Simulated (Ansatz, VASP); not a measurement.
**Two plane-wave programs on Ge**

The input POSCAR:

```
Ge
1.0
    1.3552345300     -2.5225005200      0.0000000000
    1.3552345300      2.5225005200      0.0000000000
    0.0000000000      0.0000000000      2.7387044650
Ge
1
Direct
    0.5000000000      0.5000000000      0.0000000000
```

INCAR.step1

```
SYSTEM = Ge
PREC     = Accurate       ! precision mode
ENCUT    = 520            ! plane-wave cutoff, eV
ISMEAR   = 0              ! smearing method
SIGMA    = 0.15           ! smearing width, eV
LREAL    = .False.        ! projectors in reciprocal space
LASPH    = .True.         ! aspherical terms in the spheres
NELM     = 80             ! most SCF steps
NBANDS   = 13             ! bands
GGA      = PE             ! functional
ALGO     = Normal         ! electronic algorithm
EDIFF    = 1E-4           ! SCF threshold, eV
LWAVE    = .True.         ! write WAVECAR
LCHARG   = .False.        ! write CHGCAR
```

File INCAR.step2:

```
SYSTEM = Ge
PREC     = Accurate       ! precision mode
ENCUT    = 520            ! plane-wave cutoff, eV
EDIFF    = 1E-7           ! SCF threshold, eV
ISMEAR   = 0              ! smearing method
SIGMA    = 0.15           ! smearing width, eV
LREAL    = .False.        ! projectors in reciprocal space
LASPH    = .True.         ! aspherical terms in the spheres
NELM     = 80             ! most SCF steps
ALGO     = Normal         ! electronic algorithm
ISIF     = 2              ! what is computed and relaxed
LWAVE    = .False.        ! write WAVECAR
LCHARG   = .False.        ! write CHGCAR
METAGGA  = R2SCAN         ! meta-GGA
LMIXTAU  = .True.       
NBANDS   = 13             ! bands
ISTART   = 1
```

File KPOINTS:

```
regular mesh
0
Gamma
  20 20 18
  0 0 0
```

Input for Ansatz:

```yaml
crystal:
  lattice:
    - [1.35523453, -2.52250052, 0.0]
    - [1.35523453, 2.52250052, 0.0]
    - [0.0, 0.0, 2.738704465]
  atoms:
    - { symbol: Ge, position: [0.5, 0.5, 0.0] }
basis:
  ecutwfc: 500
kpoints:
  mp_grid: { grid: [20, 20, 18] }
hamiltonian:
  xc: r2scan
scf:
  occupations: { method: gaussian, width: 0.15 }
output:
  forces: true
  stress: true
  eigenvalues: true
```

Change from the starting cell: strain -0.030 along x and y, +0.015 along z, atoms carried along.

Alike in both runs: task single point; functional r2SCAN; k mesh 20 × 20 × 18; occupations gaussian, width 0.15 eV; no spin polarisation.

|  | VASP | Ansatz |
| --- | --- | --- |
| version | VASP 6.6.1 | Ansatz 0.2.0 |
| potentials or method | VASP PAW PBE potentials, release 64 (Ge_d), cutoff 520 eV | scalar-relativistic, plane waves, PAW |
| valence electrons in the cell | 14 | 14 |

```csv
,VASP,Ansatz,Ansatz less VASP
gap on the k mesh at the Fermi level (eV),none,none,-
pressure (GPa),0.1,0.3,+0.19
"traceless stress, the component that is largest in VASP (GPa)",-5.78,-5.81,-0.029
```

VASP's potentials were made for PBE, not for r2SCAN. A gap of «none» marks a metal or a gap that the smearing closes.
